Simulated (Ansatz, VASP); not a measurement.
One calculation of KCl, two programs

```xyz
2
Lattice="0.0316 3.1719 3.1719 3.1719 0.0316 3.1719 3.1719 3.1719 0.0316" Properties=species:S:1:pos:R:3 pbc="T T T"
K     0.0000    0.0000    0.0000
Cl    3.1877    3.1877    3.1877
```

Change from the starting cell: equal xy, yz and zx shear strains of +1 %.

Alike in both runs: task single point; functional LDA; k mesh 7 × 7 × 7; occupations fermi-dirac, width 0.03 eV; no spin polarisation.

|  | VASP | Ansatz |
| --- | --- | --- |
| version | VASP 6.6.1 | Ansatz 0.2.0 |
| potentials or method | VASP PAW LDA potentials, release 64 (K_sv, Cl), cutoff 520 eV | all-electron LAPW, scalar-relativistic |

```tsv
	VASP	Ansatz	Ansatz less VASP
gap on the k mesh at the Fermi level (eV)	4.71	4.70	-0.004
pressure (GPa)	-2.0	-2.1	-0.04
traceless stress, the component that is largest in VASP (GPa)	-0.07	-0.08	-0.001
```

LDA's correlation is that of Perdew and Zunger in VASP and of Perdew and Wang (1992) in Ansatz. Ansatz ran all-electron here, and VASP with PAW potentials.
